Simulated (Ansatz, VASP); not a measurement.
# Hg: VASP beside Ansatz

```xyz
8
Lattice="9.2004 0.0000 0.0000 0.0000 9.2004 0.0000 0.0000 0.0000 9.2004" Properties=species:S:1:pos:R:3 pbc="T T T"
Hg    9.2004    9.2004    9.2004
Hg    4.6002    4.6002    4.6002
Hg    2.3001    9.2004    4.6002
Hg    6.9003    9.2004    4.6002
Hg    4.6002    2.3001    0.0000
Hg    4.6002    6.9003    9.2004
Hg    9.2004    4.6002    2.3001
Hg    9.2004    4.6002    6.9003
```

Alike in both runs: functional RPBE; k mesh 5 × 5 × 5; occupations fermi-dirac, width 0.1 eV; no spin polarisation.

Ansatz relaxed the structure, and its values are those at the end. VASP's run is a single point on that final structure, the one shown.

|  | VASP | Ansatz |
| --- | --- | --- |
| version | VASP 6.6.1 | Ansatz 0.2.0 |
| potentials or method | VASP PAW PBE potentials, release 64 (Hg), cutoff 520 eV | plane waves (420 eV) with PAW, scalar-relativistic |
| valence electrons in the cell | 96 | 160 |

```tsv
	VASP	Ansatz	Ansatz less VASP
pressure (GPa)	0.0	0.0	+0.02
```

VASP's potentials were made for PBE, not for RPBE. With one functional, cell and mesh, what is left measures potentials, basis and numerics. VASP's potentials hold 96 valence electrons a cell and Ansatz's 160, so a difference there can come from the potentials and not from the codes.

Neither program's run includes spin-orbit coupling.
